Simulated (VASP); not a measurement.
Write the native input for VASP 6.6.1 that does the following.

* Task: single point
* Functional: PBEsol
* Potentials or basis: VASP PAW PBE potentials, release 64 (Au)
* Cutoff: 520 eV
* k mesh: 8 × 8 × 8
* Occupations: gaussian, width 0.1 eV
* Spin: no spin polarisation
* Dipole correction: no
* Further INCAR settings: ALGO = Normal; EDIFF = 1e-06; NBANDS = 12

The structure of Au lies in POSCAR:

```
Au
1.0
   -1.4744715401      1.4744715401      1.3876571783
    1.4744715401     -1.4744715401      1.3876571783
    1.4744715401      1.4744715401     -1.3876571783
Au
1
Direct
    0.0000000000      0.0000000000      0.0000000000
```

The input as run:

INCAR

```
SYSTEM = Au
ALGO     = Normal         ! electronic algorithm
EDIFF    = 1E-6           ! SCF threshold, eV
ENCUT    = 520            ! plane-wave cutoff, eV
GGA      = PS             ! functional
ISIF     = 2              ! what is computed and relaxed
ISMEAR   = 0              ! smearing method
LASPH    = .TRUE.         ! aspherical terms in the spheres
LCHARG   = .FALSE.        ! write CHGCAR
LREAL    = .FALSE.        ! projectors in reciprocal space
LWAVE    = .FALSE.        ! write WAVECAR
NBANDS   = 12             ! bands
NELM     = 60             ! most SCF steps
PREC     = Accurate       ! precision mode
SIGMA    = 0.1            ! smearing width, eV
```

KPOINTS

```
k-points
0
G
  8 8 8
  0 0 0
```

Potentials or basis: VASP PAW PBE potentials, release 64 (Au).

The run is started by

```console
$ cat potpaw_PBE.64/Au/POTCAR > POTCAR
$ mpirun -np 1 vasp_std > vasp.out
```

It gave:

* Pressure: 157.4 GPa
* Band gap on the k mesh: zero (an odd number of electrons rules out a gap without spin polarisation)

Caveat: the k points lie up to 0.39 Å⁻¹ apart, too coarse for converged energies and pressures of a metal; the PAW data sets were made with another functional, which shifts forces and pressure a little; spin-orbit coupling is left out, which moves the levels of the heavy elements.

Wall time 7.8 s on 1 thread of Intel Xeon 8259CL, on a shared host, peak memory 0.13 GiB.
